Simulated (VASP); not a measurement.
# BaTe in VASP: further runs

BaTe is run at these levels: PBE; tasks: single point.

All numbers are computed with VASP 6.6.1; they aren't measurements. Logs are shortened: lines on timing, memory, paths and dates and some standing lists are left out, and cuts for length are marked.

**1. The cell of the first run**

It takes space group Fm-3m (No. 225, cubic). The conventional cell has a = 7.067 Å, b = 7.067 Å, c = 7.067 Å, α = 90.00°, β = 90.00°, γ = 90.00°. Ba (site symmetry m-3m) has 6 Te at 3.53 Å within 4.6 Å. Te (site symmetry m-3m) has 6 Ba at 3.53 Å within 4.6 Å.

**2. Single point, PBE**

File INCAR:

```
SYSTEM = BaTe
ALGO = Normal
EDIFF = 1E-6
ENCUT = 520
GGA = PE
ISIF = 2
ISMEAR = 0
LASPH = .True.
LCHARG = .False.
LREAL = .False.
LWAVE = .False.
NBANDS = 24
NELM = 100
PREC = Accurate
SIGMA = 0.02
```

File KPOINTS:

```
k-points
0
Gamma
  6 6 4
  0 0 0
```

File POSCAR:

```
BaTe
1.0
    3.5332888740      3.5332888740      0.0000000000
   -3.5332888740      3.5332888740      0.0000000000
    0.0000000000      0.0000000000      7.0665777480
Ba Te
2 2
Direct
    0.0000000000      0.0000000000      0.0000000000
    0.5000000000      0.5000000000      0.5000000000
    0.5000000000      0.5000000000      0.0000000000
    0.0000000000      0.0000000000      0.5000000000
```

Potentials or basis: VASP PAW PBE potentials, release 64 (Ba_sv, Te).

Launch:

```bash
> cat potpaw_PBE.64/Ba_sv/POTCAR potpaw_PBE.64/Te/POTCAR > POTCAR
> mpirun -np 1 vasp_std > vasp.out
```

OUTCAR:

```text
SYSTEM = BaTe
   EDIFF = 1E-6
   ENCUT = 520
   GGA = PE
   ISIF = 2
   ISMEAR = 0
   LASPH = .True.
   LREAL = .False.
   NELM = 100
   PREC = Accurate

 ion  position               nearest neighbor table
   1  0.000  0.000  0.000-   3 3.53   4 3.53   4 3.53   3 3.53   3 3.53   3 3.53
   2  0.500  0.500  0.500-   3 3.53   4 3.53   3 3.53   4 3.53   4 3.53   4 3.53
   3  0.500  0.500  0.000-   1 3.53   2 3.53   2 3.53   1 3.53   1 3.53   1 3.53
   4  0.000  0.000  0.500-   1 3.53   2 3.53   1 3.53   2 3.53   2 3.53   2 3.53

  LATTYP: Found a simple tetragonal cell.
 ALAT       =     4.9968250454
 C/A-ratio  =     1.4142135624

  Lattice vectors:

 A1 = (   3.5332888740,   3.5332888740,   0.0000000000)
 A2 = (  -3.5332888740,   3.5332888740,   0.0000000000)
 A3 = (   0.0000000000,   0.0000000000,   7.0665777480)

Analysis of symmetry for initial positions (statically):
=====================================================================
 Subroutine PRICEL returns following result:

  LATTYP: Found a face centered cubic cell.
 ALAT       =     7.0665777480

  Lattice vectors:

 A1 = (   0.0000000000,  -3.5332888740,  -3.5332888740)
 A2 = (   3.5332888740,   0.0000000000,  -3.5332888740)
 A3 = (   3.5332888740,  -3.5332888740,   0.0000000000)

   2 primitive cells build up your supercell.

 Routine SETGRP: Setting up the symmetry group for a
 simple tetragonal supercell.

 Subroutine GETGRP returns: Found 16 space group operations
 (whereof 16 operations were pure point group operations)
 out of a pool of 16 trial point group operations.

The static configuration has the point symmetry D_4h.

Analysis of symmetry for dynamics (positions and initial velocities):
=====================================================================
 Subroutine PRICEL returns following result:

  LATTYP: Found a face centered cubic cell.
 ALAT       =     7.0665777480

  Lattice vectors:

 A1 = (   0.0000000000,  -3.5332888740,  -3.5332888740)
 A2 = (   3.5332888740,   0.0000000000,  -3.5332888740)
 A3 = (   3.5332888740,  -3.5332888740,   0.0000000000)

   2 primitive cells build up your supercell.

 Routine SETGRP: Setting up the symmetry group for a
 simple tetragonal supercell.

 Subroutine GETGRP returns: Found 16 space group operations
 (whereof 16 operations were pure point group operations)
 out of a pool of 16 trial point group operations.

The dynamic configuration has the point symmetry D_4h.

 Subroutine INISYM returns: Found 16 space group operations
 (whereof 16 operations are pure point group operations),
 and found     2 'primitive' translations

----------------------------------------------------------------------------------------

                                     Primitive cell

  volume of cell :      88.2201

  direct lattice vectors                    reciprocal lattice vectors
     0.000000000 -3.533288874 -3.533288874    -0.141511215 -0.141511215 -0.141511215
     3.533288874  0.000000000 -3.533288874     0.141511215  0.141511215 -0.141511215
     3.533288874 -3.533288874  0.000000000     0.141511215 -0.141511215  0.141511215

  length of vectors
     4.996825045  4.996825045  4.996825045     0.245104613  0.245104613  0.245104613

  position of ions in fractional coordinates (direct lattice)
     0.000000000  0.000000000  0.000000000
     0.500000000  0.500000000  0.500000000

  ion indices of the primitive-cell ions
   primitive index   ion index
                 1           1
                 2           4

----------------------------------------------------------------------------------------

 KPOINTS: k-points

Automatic generation of k-mesh.
 Grid dimensions read from file:
 generate k-points for:    6    6    4

 Generating k-lattice:

  Cartesian coordinates                     Fractional coordinates (reciprocal lattice)
     0.023585202  0.023585202  0.000000000     0.166666667  0.000000000  0.000000000
    -0.023585202  0.023585202  0.000000000     0.000000000  0.166666667  0.000000000
     0.000000000  0.000000000  0.035377804     0.000000000  0.000000000  0.250000000

  Length of vectors
     0.033354513  0.033354513  0.035377804

  Shift w.r.t. Gamma in fractional coordinates (k-lattice)
     0.000000000  0.000000000  0.000000000

 Subroutine IBZKPT returns following result:
 ===========================================

 Found     30 irreducible k-points:

 Following reciprocal coordinates:
            Coordinates               Weight
  0.000000  0.000000  0.000000      1.000000
  0.166667  0.000000  0.000000      4.000000
  0.333333  0.000000  0.000000      4.000000
  0.500000  0.000000  0.000000      2.000000
  0.166667  0.166667  0.000000      4.000000
  0.333333  0.166667  0.000000      8.000000
[... 16 lines left out ...]
  0.333333  0.000000  0.500000      4.000000
  0.500000  0.000000  0.500000      2.000000
 [... further k-points ...]
   k-points           NKPTS =     30   k-points in BZ     NKDIM =     30   number of bands    NBANDS=     24
   number of dos      NEDOS =    301   number of ions     NIONS =      4
   total plane-waves  NPLWV =  86400
   dimension x,y,z NGX =    40 NGY =   40 NGZ =   54
   dimension x,y,z NGXF=    80 NGYF=   80 NGZF=  108
   ions per type =               2   2
   NGX,Y,Z   is equivalent  to a cutoff of  13.31, 13.31, 12.70 a.u.
   NGXF,Y,Z  is equivalent  to a cutoff of  26.62, 26.62, 25.41 a.u.
 SYSTEM =  BaTe
   PREC   = accura    normal or accurate (medium, high low for compatibility)
   ISTART =      0    job   : 0-new  1-cont  2-samecut
   ICHARG =      2    charge: 1-file 2-atom 10-const
   ISPIN  =      1    spin polarized calculation?
   LNONCOLLINEAR =      F non collinear calculations
   LSORBIT =      F    spin-orbit coupling
   LASPH  =      T    aspherical Exc in radial PAW
   ENCUT  =  520.0 eV  38.22 Ry    6.18 a.u.   9.29  9.29 13.14*2*pi/ulx,y,z
   NELM   =    100;   NELMIN=  2; NELMDL= -5     # of ELM steps
   EDIFF  = 0.1E-05   stopping-criterion for ELM
   LREAL  =      F    real-space projection
   EDIFFG = 0.1E-04   stopping-criterion for IOM
   NSW    =      0    number of steps for IOM
   IBRION =     -1    ionic relax: 0-MD 1-quasi-New 2-CG
   NFREE  =      0    steps in history (QN), initial steepest desc. (CG)
   ISIF   =      2    stress and relaxation
   ISYM   =      2    0-nonsym 1-usesym 2-fastsym
   POTIM  = 0.5000    time-step for ionic-motion
   TEBEG  =    0.0;   TEEND  =   0.0 temperature during run
   PSTRESS=    0.0 pullay stress
   NELECT =      32.0000    total number of electrons
   NUPDOWN=      -1.0000    fix difference up-down
   EMIN   =  10.00;   EMAX   =-10.00  energy-range for DOS
   EFERMI =   0.00;   METHOD = LEGACY
   ISMEAR =     0;   SIGMA  =   0.02  broadening in eV -4-tet -1-fermi 0-gaus
   EFERMI_NEDOS =   21; number of points for ismear=-14 and -15
   IALGO  =     38    algorithm
   IMIX   =      4    mixing-type and parameters
     AMIX     =   0.40;   BMIX     =  1.00
     AMIX_MAG =   1.60;   BMIX_MAG =  1.00
  volume/ion in A,a.u.               =      44.11       297.67
  Fermi-wavevector in a.u.,A,eV,Ry     =   0.926671  1.751155 11.683589  0.858720
  Thomas-Fermi vector in A             =   2.052659
   LORBIT       =      0    0 simple, 1 ext, 2 COOP (PROOUT), +10 PAW based schemes
   GGA     = PE    functional components
   LHFCALC =     F    Hartree Fock is set to
   AEXX    =    0.0000 exact exchange contribution
   IVDW    =     0    specifies the selected vdW correction
   LEPSILON=     F    determine dielectric tensor
   LRPA    =     F    only Hartree local field effects (RPA)
 non-spin polarized calculation
 Gauss-broadening in eV      SIGMA  =   0.02
  energy-cutoff  :      520.00
  volume of cell :      176.44
 maximum number of plane-waves:      4826
 NGX is ok and might be reduce to    40
   NGX = 19   NGY = 19   NGZ = 27

 number of electron      31.9999999 magnetization

 Free energy of the ion-electron system (eV)
  ---------------------------------------------------
  ext. energy  EPLUGINS =         0.00000000
  ---------------------------------------------------
  free energy    TOTEN  =       -17.25667304 eV

  energy without entropy =      -17.25667304  energy(sigma->0) =      -17.25667304

 E-fermi :   2.1847     XC(G=0):  -8.1329

 val. band max:        2.1008063815   @ k =   0.0000   0.0000   0.0000
 cond. band min:       3.6799562591   @ k =   0.5000   0.5000   0.0000
 fundamental gap:      1.5791498776
 Fermi energy:         2.1847274678

 k-point     1 :       0.0000    0.0000    0.0000
  band No.  band energies     occupation
      1     -24.9944      2.00000
      2     -24.9795      2.00000
      3     -10.3236      2.00000
      4     -10.2130      2.00000
      5     -10.2130      2.00000
      6     -10.1390      2.00000
[... 16 lines left out ...]
     23       5.6301      0.00000
     24       6.4831      0.00000

 k-point     2 :       0.1667    0.0000    0.0000
  band No.  band energies     occupation
      1     -24.9925      2.00000
      2     -24.9795      2.00000
      3     -10.3090      2.00000
      4     -10.2652      2.00000
      5     -10.2055      2.00000
      6     -10.2018      2.00000
[... 16 lines left out ...]
     23       6.3029      0.00000
     24       7.0163      0.00000

 k-point     3 :       0.3333    0.0000    0.0000
  band No.  band energies     occupation
      1     -24.9879      2.00000
      2     -24.9804      2.00000
      3     -10.3603      2.00000
      4     -10.3301      2.00000
      5     -10.2707      2.00000
      6     -10.1781      2.00000
[... 16 lines left out ...]
     23       6.8680      0.00000
     24       6.9343      0.00000

 k-point     4 :       0.5000    0.0000    0.0000
  band No.  band energies     occupation
      1     -24.9832      2.00000
      2     -24.9832      2.00000
      3     -10.3964      2.00000
      4     -10.3964      2.00000
      5     -10.2221      2.00000
      6     -10.2221      2.00000
[... 16 lines left out ...]
     23       6.7925      0.00000
     24       6.7925      0.00000

 k-point     5 :       0.1667    0.1667    0.0000
  band No.  band energies     occupation
      1     -24.9907      2.00000
      2     -24.9795      2.00000
      3     -10.2961      2.00000
      4     -10.2551      2.00000
      5     -10.2407      2.00000
      6     -10.2328      2.00000
[... 16 lines left out ...]
     23       6.5978      0.00000
     24       6.7201      0.00000

 k-point     6 :       0.3333    0.1667    0.0000
  band No.  band energies     occupation
      1     -24.9864      2.00000
      2     -24.9800      2.00000
      3     -10.3334      2.00000
      4     -10.3207      2.00000
      5     -10.2623      2.00000
      6     -10.2099      2.00000
[... 16 lines left out ...]
     23       6.8558      0.00000
     24       6.8862      0.00000
[... 379 lines left out ...]
 k-point    21 :       0.0000    0.0000    0.5000
  band No.  band energies     occupation
      1     -24.9869      2.00000
      2     -24.9869      2.00000
      3     -10.2916      2.00000
      4     -10.2916      2.00000
      5     -10.1758      2.00000
      6     -10.1758      2.00000
[... 16 lines left out ...]
     23       6.6127      0.00000
     24       6.6127      0.00000

 k-point    22 :       0.1667    0.0000    0.5000
  band No.  band energies     occupation
      1     -24.9860      2.00000
      2     -24.9860      2.00000
      3     -10.3513      2.00000
      4     -10.3513      2.00000
      5     -10.1693      2.00000
      6     -10.1693      2.00000
[... 16 lines left out ...]
     23       6.7726      0.00000
     24       6.7727      0.00000

 k-point    23 :       0.3333    0.0000    0.5000
  band No.  band energies     occupation
      1     -24.9841      2.00000
      2     -24.9841      2.00000
      3     -10.4553      2.00000
      4     -10.4553      2.00000
      5     -10.1564      2.00000
      6     -10.1564      2.00000
[... 16 lines left out ...]
     23       7.1870      0.00000
     24       7.1870      0.00000

 k-point    24 :       0.5000    0.0000    0.5000
  band No.  band energies     occupation
      1     -24.9831      2.00000
      2     -24.9831      2.00000
      3     -10.5031      2.00000
      4     -10.5031      2.00000
      5     -10.1499      2.00000
      6     -10.1499      2.00000
[... 16 lines left out ...]
     23       6.9271      0.00000
     24       6.9271      0.00000

 [... further k-points ...]

------------------------ aborting loop because EDIFF is reached ----------------------------------------

  FORCE on cell =-STRESS in cart. coord.  units (eV):
  Direction    XX          YY          ZZ          XY          YZ          ZX
  --------------------------------------------------------------------------------------
  -------------------------------------------------------------------------------------
  Total        0.3041509      0.3041509      0.3079813      0.0000000      0.0000000     -0.0000000
  in kB        2.7618635      2.7618635      2.7966465      0.0000000      0.0000000     -0.0000000
  external PRESSURE =       2.7734578 kB  Pullay stress =       0.0000000 kB

 VOLUME and BASIS-vectors are now :
 -----------------------------------------------------------------------------
  energy-cutoff  :      520.00
  volume of cell :      176.44
      direct lattice vectors                 reciprocal lattice vectors
     3.533288874  3.533288874  0.000000000     0.141511215  0.141511215  0.000000000
    -3.533288874  3.533288874  0.000000000    -0.141511215  0.141511215  0.000000000
     0.000000000  0.000000000  7.066577748     0.000000000  0.000000000  0.141511215

 POSITION                                       TOTAL-FORCE (eV/Angst)
 -----------------------------------------------------------------------------------
      0.00000      0.00000      0.00000        -0.000000     -0.000000     -0.000000
      0.00000      3.53329      3.53329         0.000000      0.000000     -0.000000
      0.00000      3.53329      0.00000         0.000000      0.000000      0.000000
      0.00000      0.00000      3.53329         0.000000     -0.000000     -0.000000
 -----------------------------------------------------------------------------------
    total drift:                                0.000000     -0.000000     -0.000000

  FREE ENERGIE OF THE ION-ELECTRON SYSTEM (eV)
  ---------------------------------------------------
  free  energy   TOTEN  =       -17.2566730437 eV

  energy  without entropy=      -17.2566730437  energy(sigma->0) =      -17.25667304
```

Run time: 59 s. Hardware: 1 thread of AMD EPYC 9R45 (Zen 5), shared host; peak memory 0.32 GiB.

What came out:

```yaml
Free_energy: -17.2567 eV
Pressure: 0.3 GPa
Band_gap_on_the_k_mesh: 1.58 eV
```

Levels at points of the mesh, in eV from the valence-band top:
```csv
k point,band 12,band 13,band 14,band 15,band 16,band 17,band 18,band 19,band 20,band 21
"(0.00, 0.00, 0.00)",-0.38,-0.38,0.00,0.00,0.00,1.58,2.80,2.94,2.94,2.94
"(0.50, 0.00, 0.00)",-1.78,-1.01,-1.01,-0.76,-0.76,3.79,3.79,4.05,4.05,4.20
"(0.50, 0.50, 0.00)",-1.12,-0.38,-0.38,-0.38,-0.38,1.58,1.58,4.38,4.38,4.52
"(0.00, 0.00, 0.50)",-1.46,-0.30,-0.30,-0.30,-0.30,2.12,2.12,3.67,3.67,3.91
"(0.50, 0.00, 0.50)",-2.16,-1.07,-1.07,-1.07,-1.07,4.15,4.15,4.69,4.69,4.83
"(0.50, 0.50, 0.50)",-1.23,-0.93,-0.93,-0.93,-0.93,3.50,3.50,3.50,3.50,4.74
```

Caveat: spin-orbit coupling is left out, which moves the levels of the heavy elements. A k mesh can miss the band edges.

**3. Single point, PBE (biaxial strain in the a-b plane: +1.5 %)**

File INCAR:

```
  PREC = Accurate
  ENCUT = 520
  EDIFF = 1E-6
  ISMEAR = 0
  SIGMA = 0.02
  LREAL = False
  LASPH = True
  NELM = 60
  ALGO = Normal
  ISIF = 2
  LWAVE = False
  LCHARG = True
  GGA = PE
  LELF = True
  LVHAR = True
  NBANDS = 24
```

File KPOINTS:

```
Automatic mesh
0
Gamma
  6 6 4
```

File POSCAR:

```
BaTe
1.0
    3.5862882071      3.5862882071      0.0000000000
   -3.5862882071      3.5862882071      0.0000000000
    0.0000000000      0.0000000000      7.0029785482
Ba Te
2 2
Direct
    0.0000000000      0.0000000000      0.0000000000
    0.5000000000      0.5000000000      0.5000000000
    0.5000000000      0.5000000000      0.0000000000
    0.0000000000      0.0000000000      0.5000000000
```

Potentials or basis: VASP PAW PBE potentials, release 64 (Ba_sv, Te).

Launch:

```bash
> cat potpaw_PBE.64/Ba_sv/POTCAR potpaw_PBE.64/Te/POTCAR > POTCAR
> mpirun -np 1 vasp_std > vasp.out
```

Run time: 61 s. Hardware: 1 thread of AMD EPYC 9R45 (Zen 5), shared host; peak memory 0.32 GiB.

Results (log left out):

* Free energy: -17.2442 eV
* Pressure: -0.3 GPa
* Band gap on the k mesh: 1.58 eV

Stress tensor (GPa, compression positive):
```
-0.72  0.00  0.00
 0.00 -0.72  0.00
 0.00  0.00  0.65
```

Levels at points of the mesh, in eV from the valence-band top:
```
           k point  band 14  band 15  band 16  band 17  band 18  band 19
(0.00, 0.00, 0.00)    -0.05    -0.05     0.00     1.58     2.67     2.87
(0.50, 0.00, 0.00)    -0.99    -0.72    -0.72     3.68     3.68     3.95
(0.50, 0.50, 0.00)    -0.41    -0.38    -0.38     1.59     1.59     4.23
(0.00, 0.00, 0.50)    -0.37    -0.37    -0.37     2.14     2.14     3.48
(0.50, 0.00, 0.50)    -1.08    -1.07    -1.07     4.08     4.08     4.60
(0.50, 0.50, 0.50)    -0.98    -0.98    -0.98     3.56     3.56     3.56
```

Caveat: the cell differs from its parent crystal (biaxial strain in the a-b plane: +1.5 %); spin-orbit coupling is left out, which moves the levels of the heavy elements. A k mesh can miss the band edges.
